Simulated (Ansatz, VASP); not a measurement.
## AgI: VASP beside Ansatz

The input INCAR:

```
PREC = Accurate
ENCUT = 500
EDIFF = 1E-6
ISMEAR = 0
SIGMA = 0.01
LREAL = False
LASPH = True
NELM = 120
ALGO = Normal
ISIF = 2
LWAVE = False
LCHARG = False
GGA = PE
NBANDS = 16
GGA_COMPAT = False
```

KPOINTS

```
regular mesh
0
Gamma
  6 6 6
```

POSCAR

```
AgI
1.0
   -2.3656383162      2.3656383162      3.3497750527
    2.3656383162     -2.3656383162      3.3497750527
    2.3656383162      2.3656383162     -3.3497750527
Ag I
1 1
Direct
    0.2500000000      0.7500000000      0.5000000000
    0.0000000000      0.0000000000      0.0000000000
```

Input for Ansatz:

```yaml
crystal:
  lattice:
    - [-2.3656383162, 2.3656383162, 3.3497750527]
    - [2.3656383162, -2.3656383162, 3.3497750527]
    - [2.3656383162, 2.3656383162, -3.3497750527]
  atoms:
    - { symbol: Ag, position: [0.25, 0.75, 0.5] }
    - { symbol: I, position: [0.0, 0.0, 0.0] }
kpoints:
  mp_grid: { grid: [6, 6, 6] }
hamiltonian:
  xc: pbe
scf:
  occupations: { method: fixed }
  n_extra_bands: 4
output:
  forces: true
  stress: true
  eigenvalues: true
```

Alike in both runs: task single point; functional PBE; k mesh 6 × 6 × 6; no spin polarisation.

```csv
,VASP,Ansatz
version,VASP 6.6.1,Ansatz 0.2.0
potentials or method,"VASP PAW PBE potentials, release 64 (Ag, I)","plane waves, PAW"
plane-wave cutoff (eV),500,420
occupations,"gaussian, width 0.01 eV",fixed
valence electrons in the cell,18,36
```

Ansatz gave:

* gap on the k mesh at the Fermi level (eV): 1.34
* pressure (GPa): -0.7

**Question.** What did VASP give for the same quantities?

**Answer.** gap on the k mesh at the Fermi level (eV): 1.35; pressure (GPa): -0.7.

VASP's potentials hold 18 valence electrons a cell and Ansatz's 36, so a difference there can come from the potentials and not from the codes.

Spin-orbit coupling is off throughout.
